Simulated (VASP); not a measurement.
# AgCl (I4/mmm) in VASP: further runs

Runs on AgCl. Level: r2SCAN. Tasks: single point.

Everything below comes from runs of VASP 6.6.1. Logs are shortened: lines on timing, memory, paths and dates and some standing lists are left out, and cuts for length are marked.

## Step 1: The cell of the first run

The structure is tetragonal, space group I4/mmm (No. 139). The conventional cell has a = 4.079 Å, b = 4.079 Å, c = 5.546 Å, α = 90.00°, β = 90.00°, γ = 90.00°. Ag (site symmetry 4/mmm) has 6 Cl at 2.77 to 2.88 Å within 3.7 Å. Cl (site symmetry 4/mmm) has 6 Ag at 2.77 to 2.88 Å within 3.7 Å.

## Step 2: Single point, r2SCAN (strain +0.040 along x and y, +0.000 along z)

File POSCAR:

```
AgCl
1.0
    0.0000000000      2.8840760000      2.7731500000
    2.8840760000      0.0000000000      2.7731500000
    2.8840760000      2.8840760000      0.0000000000
Ag Cl
1 1
Direct
    0.5000000000      0.5000000000      0.5000000000
    0.0000000000      0.0000000000      0.0000000000
```

File INCAR.step1:

```
PREC = Accurate
ENCUT = 550
ISMEAR = 0
SIGMA = 0.05
LREAL = F
LASPH = T
NELM = 120
NBANDS = 16
GGA = PE
ALGO = Normal
EDIFF = 1E-5
LWAVE = T
LCHARG = F
GGA_COMPAT = F
```

File INCAR.step2:

```
PREC = Accurate
ENCUT = 550
EDIFF = 1E-6
ISMEAR = 0
SIGMA = 0.05
LREAL = F
LASPH = T
NELM = 120
ALGO = Normal
ISIF = 2
LWAVE = F
LCHARG = F
METAGGA = R2SCAN
LMIXTAU = T
NBANDS = 16
ISTART = 1
GGA_COMPAT = F
```

File KPOINTS:

```
regular mesh
0
Gamma
  8 8 8
```

Potentials or basis: VASP PAW PBE potentials, release 64 (Ag, Cl).

The run is started by

```bash
cat potpaw_PBE.64/Ag/POTCAR potpaw_PBE.64/Cl/POTCAR > POTCAR
cp INCAR.step1 INCAR
mpirun -np 1 vasp_std > vasp.out
cp INCAR.step2 INCAR
mpirun -np 1 vasp_std > vasp.out
```

OUTCAR:

```text
PREC = Accurate
   ENCUT = 550
   EDIFF = 1E-6
   ISMEAR = 0
   LREAL = F
   LASPH = T
   NELM = 120
   ISIF = 2
   METAGGA = R2SCAN
   ISTART = 1

 ion  position               nearest neighbor table
   1  0.500  0.500  0.500-   2 2.77   2 2.77   2 2.88   2 2.88   2 2.88   2 2.88
   2  0.000  0.000  0.000-   1 2.77   1 2.77   1 2.88   1 2.88   1 2.88   1 2.88

  LATTYP: Found a body centered tetragonal cell.
 ALAT       =     4.0786993941
 C/A-ratio  =     1.3598207331

  Lattice vectors:

 A1 = (   0.0000000000,  -2.8840760000,  -2.7731500000)
 A2 = (   0.0000000000,   2.8840760000,  -2.7731500000)
 A3 = (   2.8840760000,   0.0000000000,   2.7731500000)

Analysis of symmetry for initial positions (statically):
=====================================================================
 Subroutine PRICEL returns:
 Original cell was already a primitive cell.

 Routine SETGRP: Setting up the symmetry group for a
 body centered tetragonal supercell.

 Subroutine GETGRP returns: Found 16 space group operations
 (whereof 16 operations were pure point group operations)
 out of a pool of 16 trial point group operations.

The static configuration has the point symmetry D_4h.

Analysis of symmetry for dynamics (positions and initial velocities):
=====================================================================
 Subroutine PRICEL returns:
 Original cell was already a primitive cell.

 Routine SETGRP: Setting up the symmetry group for a
 body centered tetragonal supercell.

 Subroutine GETGRP returns: Found 16 space group operations
 (whereof 16 operations were pure point group operations)
 out of a pool of 16 trial point group operations.

The dynamic configuration has the point symmetry D_4h.

 Subroutine INISYM returns: Found 16 space group operations
 (whereof 16 operations are pure point group operations),
 and found     1 'primitive' translations

----------------------------------------------------------------------------------------

                                     Primitive cell

  volume of cell :      46.1335

  direct lattice vectors                    reciprocal lattice vectors
     0.000000000  2.884076000  2.773150000    -0.173365750  0.173365750  0.180300380
     2.884076000  0.000000000  2.773150000     0.173365750 -0.173365750  0.180300380
     2.884076000  2.884076000  0.000000000     0.173365750  0.173365750 -0.180300380

  length of vectors
     4.001031779  4.001031779  4.078699394     0.304334674  0.304334674  0.304334674

  position of ions in fractional coordinates (direct lattice)
     0.500000000  0.500000000  0.500000000
     0.000000000  0.000000000  0.000000000

  ion indices of the primitive-cell ions
   primitive index   ion index
                 1           1
                 2           2

----------------------------------------------------------------------------------------

 KPOINTS: regular mesh

Automatic generation of k-mesh.
 Grid dimensions read from file:
 generate k-points for:    8    8    8

 Generating k-lattice:

  Cartesian coordinates                     Fractional coordinates (reciprocal lattice)
    -0.021670719  0.021670719  0.022537548     0.125000000  0.000000000  0.000000000
     0.021670719 -0.021670719  0.022537548     0.000000000  0.125000000  0.000000000
     0.021670719  0.021670719 -0.022537548    -0.000000000 -0.000000000  0.125000000

  Length of vectors
     0.038041834  0.038041834  0.038041834

  Shift w.r.t. Gamma in fractional coordinates (k-lattice)
     0.000000000  0.000000000  0.000000000

 Subroutine IBZKPT returns following result:
 ===========================================

 Found     59 irreducible k-points:

 Following reciprocal coordinates:
            Coordinates               Weight
  0.000000  0.000000  0.000000      1.000000
  0.125000  0.000000  0.000000      8.000000
  0.250000  0.000000  0.000000      8.000000
  0.375000 -0.000000  0.000000      8.000000
  0.500000  0.000000  0.000000      4.000000
  0.125000  0.125000  0.000000      2.000000
[... 16 lines left out ...]
  0.250000  0.000000  0.125000     16.000000
  0.375000  0.000000  0.125000     16.000000
 [... further k-points ...]
   k-points           NKPTS =     59   k-points in BZ     NKDIM =     59   number of bands    NBANDS=     16
   number of dos      NEDOS =    301   number of ions     NIONS =      2
   total plane-waves  NPLWV =  32768
   dimension x,y,z NGX =    32 NGY =   32 NGZ =   32
   dimension x,y,z NGXF=    64 NGYF=   64 NGZF=   64
   ions per type =               1   1
   NGX,Y,Z   is equivalent  to a cutoff of  13.30, 13.30, 13.04 a.u.
   NGXF,Y,Z  is equivalent  to a cutoff of  26.59, 26.59, 26.09 a.u.
 SYSTEM =  unknown system
   PREC   = accura    normal or accurate (medium, high low for compatibility)
   ISTART =      1    job   : 0-new  1-cont  2-samecut
   ICHARG =      0    charge: 1-file 2-atom 10-const
   ISPIN  =      1    spin polarized calculation?
   LNONCOLLINEAR =      F non collinear calculations
   LSORBIT =      F    spin-orbit coupling
   LASPH  =      T    aspherical Exc in radial PAW
   ENCUT  =  550.0 eV  40.42 Ry    6.36 a.u.   7.65  7.65  7.80*2*pi/ulx,y,z
   NELM   =    120;   NELMIN=  2; NELMDL=  0     # of ELM steps
   EDIFF  = 0.1E-05   stopping-criterion for ELM
   LREAL  =      F    real-space projection
   EDIFFG = 0.1E-04   stopping-criterion for IOM
   NSW    =      0    number of steps for IOM
   IBRION =     -1    ionic relax: 0-MD 1-quasi-New 2-CG
   NFREE  =      0    steps in history (QN), initial steepest desc. (CG)
   ISIF   =      2    stress and relaxation
   ISYM   =      2    0-nonsym 1-usesym 2-fastsym
   POTIM  = 0.5000    time-step for ionic-motion
   TEBEG  =    0.0;   TEEND  =   0.0 temperature during run
   PSTRESS=    0.0 pullay stress
   NELECT =      18.0000    total number of electrons
   NUPDOWN=      -1.0000    fix difference up-down
   EMIN   =  10.00;   EMAX   =-10.00  energy-range for DOS
   EFERMI =   0.00;   METHOD = LEGACY
   ISMEAR =     0;   SIGMA  =   0.05  broadening in eV -4-tet -1-fermi 0-gaus
   EFERMI_NEDOS =   21; number of points for ismear=-14 and -15
   IALGO  =     38    algorithm
   IMIX   =      4    mixing-type and parameters
     AMIX     =   0.40;   BMIX     =  1.00
     AMIX_MAG =   1.60;   BMIX_MAG =  1.00
  volume/ion in A,a.u.               =      23.07       155.66
  Fermi-wavevector in a.u.,A,eV,Ry     =   1.196263  2.260610 19.470558  1.431046
  Thomas-Fermi vector in A             =   2.332208
   LORBIT       =      0    0 simple, 1 ext, 2 COOP (PROOUT), +10 PAW based schemes
   METAGGA = R2SCAN    functional components
   LHFCALC =     F    Hartree Fock is set to
   AEXX    =    0.0000 exact exchange contribution
   IVDW    =     0    specifies the selected vdW correction
   LEPSILON=     F    determine dielectric tensor
   LRPA    =     F    only Hartree local field effects (RPA)
 non-spin polarized calculation
 Gauss-broadening in eV      SIGMA  =   0.05
  energy-cutoff  :      550.00
  volume of cell :       46.13
 maximum number of plane-waves:      1387
   NGX = 15   NGY = 15   NGZ = 15

 number of electron      17.9999997 magnetization

 Free energy of the ion-electron system (eV)
  ---------------------------------------------------
  ext. energy  EPLUGINS =         0.00000000
  ---------------------------------------------------
  free energy    TOTEN  =       -28.60371302 eV

  energy without entropy =      -28.60371302  energy(sigma->0) =      -28.60371302

 E-fermi :   2.8929     XC(G=0): -10.0780

 val. band max:        2.6839055440   @ k =   0.5000   0.0000   0.0000
 cond. band min:       4.0205320125   @ k =   0.0000   0.0000   0.0000
 fundamental gap:      1.3366264685
 Fermi energy:         2.8929362076

 k-point     1 :       0.0000    0.0000    0.0000
  band No.  band energies     occupation
      1     -12.7320      2.00000
      2       0.3669      2.00000
      3       0.4049      2.00000
      4       0.4049      2.00000
      5       0.4738      2.00000
      6       0.4741      2.00000
[... 8 lines left out ...]
     15      16.0200      0.00000
     16      16.0200      0.00000

 k-point     2 :       0.1250    0.0000    0.0000
  band No.  band energies     occupation
      1     -12.6841      2.00000
      2      -0.3099      2.00000
      3      -0.1953      2.00000
      4      -0.1682      2.00000
      5       0.4591      2.00000
      6       0.4894      2.00000
[... 8 lines left out ...]
     15      15.1512      0.00000
     16      15.8367      0.00000

 k-point     3 :       0.2500    0.0000    0.0000
  band No.  band energies     occupation
      1     -12.5646      2.00000
      2      -1.1933      2.00000
      3      -0.7787      2.00000
      4      -0.6875      2.00000
      5       0.5707      2.00000
      6       0.5812      2.00000
[... 8 lines left out ...]
     15      15.4207      0.00000
     16      15.6542      0.00000

 k-point     4 :       0.3750   -0.0000    0.0000
  band No.  band energies     occupation
      1     -12.4392      2.00000
      2      -1.8886      2.00000
      3      -1.1295      2.00000
      4      -1.0212      2.00000
      5       0.6747      2.00000
      6       0.6865      2.00000
[... 8 lines left out ...]
     15      16.3001      0.00000
     16      16.4192      0.00000

 k-point     5 :       0.5000    0.0000    0.0000
  band No.  band energies     occupation
      1     -12.3854      2.00000
      2      -2.1441      2.00000
      3      -1.2492      2.00000
      4      -1.1361      2.00000
      5       0.7139      2.00000
      6       0.7359      2.00000
[... 8 lines left out ...]
     15      16.8259      0.00000
     16      17.1258      0.00000

 k-point     6 :       0.1250    0.1250    0.0000
  band No.  band energies     occupation
      1     -12.6626      2.00000
      2      -0.8437      2.00000
      3       0.0102      2.00000
      4       0.0102      2.00000
      5       0.4322      2.00000
      6       0.5029      2.00000
[... 8 lines left out ...]
     15      16.7186      0.00000
     16      17.2078      0.00000

 k-point     7 :       0.2500    0.1250    0.0000
  band No.  band energies     occupation
      1     -12.5670      2.00000
      2      -1.3796      2.00000
      3      -0.4576      2.00000
      4      -0.3950      2.00000
      5       0.4630      2.00000
      6       0.5959      2.00000
[... 8 lines left out ...]
     15      16.4826      0.00000
     16      17.0212      0.00000

 k-point     8 :       0.3750    0.1250    0.0000
  band No.  band energies     occupation
      1     -12.4492      2.00000
      2      -1.7999      2.00000
      3      -0.9859      2.00000
      4      -0.8141      2.00000
      5       0.5647      2.00000
      6       0.7097      2.00000
[... 8 lines left out ...]
     15      17.0401      0.00000
     16      17.0562      0.00000

 k-point     9 :       0.5000    0.1250    0.0000
  band No.  band energies     occupation
      1     -12.3798      2.00000
      2      -1.9992      2.00000
      3      -1.2135      2.00000
      4      -1.0576      2.00000
      5       0.6661      2.00000
      6       0.7454      2.00000
[... 8 lines left out ...]
     15      17.2468      0.00000
     16      17.7182      0.00000
[... 172 lines left out ...]
 k-point    19 :       0.5000    0.3750    0.0000
  band No.  band energies     occupation
      1     -12.3516      2.00000
      2      -1.4201      2.00000
      3      -0.5984      2.00000
      4      -0.4807      2.00000
      5       0.3573      2.00000
      6       0.7870      2.00000
[... 8 lines left out ...]
     15      18.0558      0.00000
     16      18.5733      0.00000

 k-point    20 :      -0.3750    0.3750    0.0000
  band No.  band energies     occupation
      1     -12.3417      2.00000
      2      -1.2000      2.00000
      3      -1.1418      2.00000
      4      -0.8026      2.00000
      5       0.5354      2.00000
      6       0.7665      2.00000
[... 8 lines left out ...]
     15      16.8782      0.00000
     16      19.0491      0.00000

 k-point    21 :       0.5000    0.5000    0.0000
  band No.  band energies     occupation
      1     -12.3456      2.00000
      2      -1.3429      2.00000
      3      -0.2258      2.00000
      4      -0.2258      2.00000
      5       0.1884      2.00000
      6       0.6555      2.00000
[... 8 lines left out ...]
     15      18.3337      0.00000
     16      18.3338      0.00000

 k-point    22 :       0.1250    0.0000    0.1250
  band No.  band energies     occupation
      1     -12.6735      2.00000
      2      -0.6336      2.00000
      3       0.0187      2.00000
      4       0.1342      2.00000
      5       0.3685      2.00000
      6       0.4952      2.00000
[... 8 lines left out ...]
     15      16.9804      0.00000
     16      17.0686      0.00000

 k-point    23 :       0.2500    0.0000    0.1250
  band No.  band energies     occupation
      1     -12.5844      2.00000
      2      -1.1379      2.00000
      3      -0.4915      2.00000
      4      -0.3447      2.00000
      5       0.4377      2.00000
      6       0.5958      2.00000
[... 8 lines left out ...]
     15      16.4973      0.00000
     16      17.0414      0.00000

 k-point    24 :       0.3750    0.0000    0.1250
  band No.  band energies     occupation
      1     -12.4645      2.00000
      2      -1.6267      2.00000
      3      -1.0146      2.00000
      4      -0.8258      2.00000
      5       0.5651      2.00000
      6       0.6971      2.00000
[... 8 lines left out ...]
     15      16.7445      0.00000
     16      17.0468      0.00000

 [... further k-points ...]

------------------------ aborting loop because EDIFF is reached ----------------------------------------

  FORCE on cell =-STRESS in cart. coord.  units (eV):
  Direction    XX          YY          ZZ          XY          YZ          ZX
  --------------------------------------------------------------------------------------
  -------------------------------------------------------------------------------------
  Total       -0.9586840     -0.9586840     -0.8669283      0.0000000      0.0000000      0.0000000
  in kB      -33.2942569    -33.2942569    -30.1076609      0.0000000      0.0000000      0.0000000
  external PRESSURE =     -32.2320582 kB  Pullay stress =       0.0000000 kB

 VOLUME and BASIS-vectors are now :
 -----------------------------------------------------------------------------
  energy-cutoff  :      550.00
  volume of cell :       46.13
      direct lattice vectors                 reciprocal lattice vectors
     0.000000000  2.884076000  2.773150000    -0.173365750  0.173365750  0.180300380
     2.884076000  0.000000000  2.773150000     0.173365750 -0.173365750  0.180300380
     2.884076000  2.884076000  0.000000000     0.173365750  0.173365750 -0.180300380

 POSITION                                       TOTAL-FORCE (eV/Angst)
 -----------------------------------------------------------------------------------
      2.88408      2.88408      2.77315         0.000000     -0.000000      0.000000
      0.00000      0.00000      0.00000        -0.000000      0.000000      0.000000
 -----------------------------------------------------------------------------------
    total drift:                                0.000000     -0.000000      0.000000

  FREE ENERGIE OF THE ION-ELECTRON SYSTEM (eV)
  ---------------------------------------------------
  free  energy   TOTEN  =       -28.6037130205 eV

  energy  without entropy=      -28.6037130205  energy(sigma->0) =      -28.60371302
```

Wall time 2.7 min (1 thread of AMD EPYC 9R14 (Zen 4), shared host); peak memory 0.18 GiB.

Results:

```
Free energy            : -28.6037 eV
Pressure               : -3.2 GPa
Band gap on the k mesh : 1.34 eV (least direct gap 3.46 eV)
```

Caveat: the cell differs from its parent crystal (strain +0.040 along x and y, +0.000 along z); the cell stands under tension; the PAW data sets were made with another functional, which shifts forces and pressure a little. A k mesh can miss the band edges.

(Continued in part 2 of 2.)
